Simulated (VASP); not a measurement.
# HfN (Cmcm) in VASP: a series of runs, part 3 of 3

VASP 6.6.1. Earlier steps stand in the parts before.

## (4) Single point, PBEsol (mode 4 frozen in at -0.043 Å and mode 11 at +0.000 Å (largest displacements))

Input file INCAR:

```
SYSTEM = HfN
ALGO = Normal ; EDIFF = 1E-7
ENCUT = 520 ; GGA = PS
ISIF = 2 ; ISMEAR = 0
LASPH = .True. ; LCHARG = .False.
LREAL = .False. ; LWAVE = .False.
NBANDS = 23 ; NELM = 100
PREC = Accurate ; SIGMA = 0.15
```

Input file KPOINTS:

```
k-points
0
Gamma
  14 14 10
  0 0 0
```

Input file POSCAR:

```
HfN
1.0
    0.0000000000     -2.2508000098     -2.2508000098
    0.0000000000      2.2508000098     -2.2508000098
    4.5016000196      0.0000000000      0.0000000000
Hf N
2 2
Direct
    0.5094855162      0.4905144838      0.5000000000
   -0.0094855162      0.0094855162      0.0000000000
    0.4948229351      0.5051770649      0.0000000000
    0.0051770649     -0.0051770649      0.5000000000
```

Potentials or basis: VASP PAW PBE potentials, release 64 (Hf_pv, N).

Run with:

```sh
> cat potpaw_PBE.64/Hf_pv/POTCAR potpaw_PBE.64/N/POTCAR > POTCAR
> mpirun -np 1 vasp_std > vasp.out
```

OUTCAR:

```text
SYSTEM = HfN
   EDIFF = 1E-7
   ENCUT = 520
   GGA = PS
   ISIF = 2
   ISMEAR = 0
   LASPH = .True.
   LREAL = .False.
   NELM = 100
   PREC = Accurate

 ion  position               nearest neighbor table
   1  0.509  0.491  0.500-   4 2.23   4 2.25   4 2.25   3 2.25   3 2.25   4 2.27   2 3.12   2 3.12
                             2 3.18   2 3.18   2 3.18   2 3.18   2 3.24   2 3.24
   2  0.991  0.009  0.000-   3 2.23   3 2.25   3 2.25   4 2.25   4 2.25   3 2.27   1 3.12   1 3.12
                             1 3.18   1 3.18   1 3.18   1 3.18   1 3.24   1 3.24
   3  0.495  0.505  0.000-   2 2.23   2 2.25   2 2.25   1 2.25   1 2.25   2 2.27
   4  0.005  0.995  0.500-   1 2.23   1 2.25   1 2.25   2 2.25   2 2.25   1 2.27

  LATTYP: Found a simple tetragonal cell.
 ALAT       =     3.1831119000
 C/A-ratio  =     1.4142135624

  Lattice vectors:

 A1 = (   0.0000000000,  -2.2508000098,  -2.2508000098)
 A2 = (   0.0000000000,   2.2508000098,  -2.2508000098)
 A3 = (   4.5016000196,   0.0000000000,   0.0000000000)

Analysis of symmetry for initial positions (statically):
=====================================================================
 Subroutine PRICEL returns:
 Original cell was already a primitive cell.

 Routine SETGRP: Setting up the symmetry group for a
 simple tetragonal supercell.

 Subroutine GETGRP returns: Found  8 space group operations
 (whereof  4 operations were pure point group operations)
 out of a pool of 16 trial point group operations.

The static configuration has the point symmetry C_2v.
 The point group associated with its full space group is D_2h.

Analysis of symmetry for dynamics (positions and initial velocities):
=====================================================================
 Subroutine PRICEL returns:
 Original cell was already a primitive cell.

 Routine SETGRP: Setting up the symmetry group for a
 simple tetragonal supercell.

 Subroutine GETGRP returns: Found  8 space group operations
 (whereof  4 operations were pure point group operations)
 out of a pool of 16 trial point group operations.

The dynamic configuration has the point symmetry C_2v.
 The point group associated with its full space group is D_2h.

 Subroutine INISYM returns: Found  8 space group operations
 (whereof  4 operations are pure point group operations),
 and found     1 'primitive' translations

----------------------------------------------------------------------------------------

                                     Primitive cell

  volume of cell :      45.6111

  direct lattice vectors                    reciprocal lattice vectors
     0.000000000 -2.250800010 -2.250800010     0.000000000 -0.222143237 -0.222143237
     0.000000000  2.250800010 -2.250800010     0.000000000  0.222143237 -0.222143237
     4.501600020  0.000000000  0.000000000     0.222143237  0.000000000  0.000000000

  length of vectors
     3.183111900  3.183111900  4.501600020     0.314157979  0.314157979  0.222143237

  position of ions in fractional coordinates (direct lattice)
     0.509485516  0.490514484  0.500000000
     0.990514484  0.009485516  0.000000000
     0.494822935  0.505177065  0.000000000
     0.005177065  0.994822935  0.500000000

  ion indices of the primitive-cell ions
   primitive index   ion index
                 1           1
                 2           2
                 3           3
                 4           4

----------------------------------------------------------------------------------------

 KPOINTS: k-points

Automatic generation of k-mesh.
 Grid dimensions read from file:
 generate k-points for:   14   14   10

 Generating k-lattice:

  Cartesian coordinates                     Fractional coordinates (reciprocal lattice)
     0.000000000 -0.015867374 -0.015867374     0.071428571  0.000000000  0.000000000
     0.000000000  0.015867374 -0.015867374     0.000000000  0.071428571  0.000000000
     0.022214324  0.000000000  0.000000000     0.000000000  0.000000000  0.100000000

  Length of vectors
     0.022439856  0.022439856  0.022214324

  Shift w.r.t. Gamma in fractional coordinates (k-lattice)
     0.000000000  0.000000000  0.000000000

 Subroutine IBZKPT returns following result:
 ===========================================

 Found    342 irreducible k-points:

 Following reciprocal coordinates:
            Coordinates               Weight
  0.000000  0.000000  0.000000      1.000000
  0.071429  0.000000  0.000000      4.000000
  0.142857  0.000000  0.000000      4.000000
  0.214286  0.000000  0.000000      4.000000
  0.285714  0.000000  0.000000      4.000000
  0.357143  0.000000  0.000000      4.000000
[... 16 lines left out ...]
 -0.142857  0.142857  0.000000      2.000000
  0.214286  0.142857  0.000000      4.000000
 [... further k-points ...]
   k-points           NKPTS =    342   k-points in BZ     NKDIM =    342   number of bands    NBANDS=     23
   number of dos      NEDOS =    301   number of ions     NIONS =      4
   total plane-waves  NPLWV =  20736
   dimension x,y,z NGX =    24 NGY =   24 NGZ =   36
   dimension x,y,z NGXF=    48 NGYF=   48 NGZF=   72
   ions per type =               2   2
   NGX,Y,Z   is equivalent  to a cutoff of  12.53, 12.53, 13.29 a.u.
   NGXF,Y,Z  is equivalent  to a cutoff of  25.07, 25.07, 26.59 a.u.
 SYSTEM =  HfN
   PREC   = accura    normal or accurate (medium, high low for compatibility)
   ISTART =      0    job   : 0-new  1-cont  2-samecut
   ICHARG =      2    charge: 1-file 2-atom 10-const
   ISPIN  =      1    spin polarized calculation?
   LNONCOLLINEAR =      F non collinear calculations
   LSORBIT =      F    spin-orbit coupling
   LASPH  =      T    aspherical Exc in radial PAW
   ENCUT  =  520.0 eV  38.22 Ry    6.18 a.u.   5.92  5.92  8.37*2*pi/ulx,y,z
   NELM   =    100;   NELMIN=  2; NELMDL= -5     # of ELM steps
   EDIFF  = 0.1E-06   stopping-criterion for ELM
   LREAL  =      F    real-space projection
   EDIFFG = 0.1E-05   stopping-criterion for IOM
   NSW    =      0    number of steps for IOM
   IBRION =     -1    ionic relax: 0-MD 1-quasi-New 2-CG
   NFREE  =      0    steps in history (QN), initial steepest desc. (CG)
   ISIF   =      2    stress and relaxation
   ISYM   =      2    0-nonsym 1-usesym 2-fastsym
   POTIM  = 0.5000    time-step for ionic-motion
   TEBEG  =    0.0;   TEEND  =   0.0 temperature during run
   PSTRESS=    0.0 pullay stress
   NELECT =      30.0000    total number of electrons
   NUPDOWN=      -1.0000    fix difference up-down
   EMIN   =  10.00;   EMAX   =-10.00  energy-range for DOS
   EFERMI =   0.00;   METHOD = LEGACY
   ISMEAR =     0;   SIGMA  =   0.15  broadening in eV -4-tet -1-fermi 0-gaus
   EFERMI_NEDOS =   21; number of points for ismear=-14 and -15
   IALGO  =     38    algorithm
   IMIX   =      4    mixing-type and parameters
     AMIX     =   0.40;   BMIX     =  1.00
     AMIX_MAG =   1.60;   BMIX_MAG =  1.00
  volume/ion in A,a.u.               =      11.40        76.95
  Fermi-wavevector in a.u.,A,eV,Ry     =   1.423721  2.690443 27.578773  2.026983
  Thomas-Fermi vector in A             =   2.544289
   LORBIT       =      0    0 simple, 1 ext, 2 COOP (PROOUT), +10 PAW based schemes
   GGA     = PS    functional components
   LHFCALC =     F    Hartree Fock is set to
   AEXX    =    0.0000 exact exchange contribution
   IVDW    =     0    specifies the selected vdW correction
   LEPSILON=     F    determine dielectric tensor
   LRPA    =     F    only Hartree local field effects (RPA)
 non-spin polarized calculation
 Gauss-broadening in eV      SIGMA  =   0.15
  energy-cutoff  :      520.00
  volume of cell :       45.61
 maximum number of plane-waves:      1272
   NGX = 11   NGY = 11   NGZ = 17

 number of electron      30.0000006 magnetization

 Free energy of the ion-electron system (eV)
  ---------------------------------------------------
  ext. energy  EPLUGINS =         0.00000000
  ---------------------------------------------------
  free energy    TOTEN  =       -45.96171334 eV

  energy without entropy =      -45.94687383  energy(sigma->0) =      -45.95429358

 E-fermi :   8.2884     XC(G=0): -12.9507

 val. band max:        8.2865612201   @ k =   0.2143   0.2143   0.3000
 cond. band min:       8.2959224439   @ k =   0.4286   0.4286   0.4000
 fundamental gap:      0.0093612238
 Fermi energy:         8.2883972882

 k-point     1 :       0.0000    0.0000    0.0000
  band No.  band energies     occupation
      1     -23.5600      2.00000
      2     -23.0463      2.00000
      3     -23.0440      2.00000
      4     -22.7231      2.00000
      5     -22.7199      2.00000
      6     -22.7184      2.00000
[... 613 lines left out ...]
     22      13.8443      0.00000
     23      13.8694      0.00000

 [... further k-points ...]
[... 5 lines left out ...]
  --------------------------------------------------------------------------------------
  -------------------------------------------------------------------------------------
  Total       -0.6896021     -0.4592502     -0.5681923      0.0000000      0.0000000      0.0000000
  in kB      -24.2235856    -16.1320378    -19.9588356      0.0000000      0.0000000      0.0000000
  external PRESSURE =     -20.1048197 kB  Pullay stress =       0.0000000 kB

 VOLUME and BASIS-vectors are now :
 -----------------------------------------------------------------------------
  energy-cutoff  :      520.00
  volume of cell :       45.61
      direct lattice vectors                 reciprocal lattice vectors
     0.000000000 -2.250800010 -2.250800010     0.000000000 -0.222143237 -0.222143237
     0.000000000  2.250800010 -2.250800010     0.000000000  0.222143237 -0.222143237
     4.501600020  0.000000000  0.000000000     0.222143237  0.000000000  0.000000000

 POSITION                                       TOTAL-FORCE (eV/Angst)
 -----------------------------------------------------------------------------------
      2.25080     -0.04270     -2.25080         0.000000      0.607780      0.000000
      0.00000     -2.20810     -2.25080         0.000000     -0.607780      0.000000
      0.00000      0.02331     -2.25080         0.000000     -0.032429      0.000000
      2.25080      2.22749     -2.25080         0.000000      0.032429      0.000000
 -----------------------------------------------------------------------------------
    total drift:                                0.000000      0.000000     -0.000000

  FREE ENERGIE OF THE ION-ELECTRON SYSTEM (eV)
  ---------------------------------------------------
  free  energy   TOTEN  =       -45.9617133362 eV

  energy  without entropy=      -45.9468738291  energy(sigma->0) =      -45.95429358
```

stdout:

```text
POSCAR found type information on POSCAR HfN
 POSCAR found :  2 types and       4 ions
 scaLAPACK will be used
 -----------------------------------------------------------------------------
|                                                                             |
|                                                                             |
|     You enforced a specific xc type in the INCAR file but a different       |
|     I HOPE YOU KNOW WHAT YOU ARE DOING!                                     |
|                                                                             |
 -----------------------------------------------------------------------------

 LDA part: xc-table for (Slater+PW92), standard interpolation
 POSCAR, INCAR and KPOINTS ok, starting setup
 FFT: planning ... GRIDC
 FFT: planning ... GRID_SOFT
 FFT: planning ... GRID
 WAVECAR not read
 entering main loop
```

Run time: 1.7 min. Hardware: 1 thread of Intel Xeon 6975P-C (Granite Rapids), shared host; peak memory 0.4 GiB.

Results:

```yaml
Free_energy: -45.9617 eV
Pressure: -2.0 GPa
Largest_force: 0.608 eV/Å
Band_gap_on_the_k_mesh: zero (band 15 reaches 11.63 eV, above the bottom of band 16 at 4.74 eV)
```

Forces on the atoms (eV/Å):
```
Hf   0.000  0.608  0.000
Hf   0.000 -0.608  0.000
N    0.000 -0.032  0.000
N    0.000  0.032  0.000
```

Caveat: the cell differs from its parent crystal (mode 4 frozen in at -0.043 Å and mode 11 at +0.000 Å (largest displacements)); the PAW data sets were made with another functional, which shifts forces and pressure a little; spin-orbit coupling is left out, which moves the levels of the heavy elements.
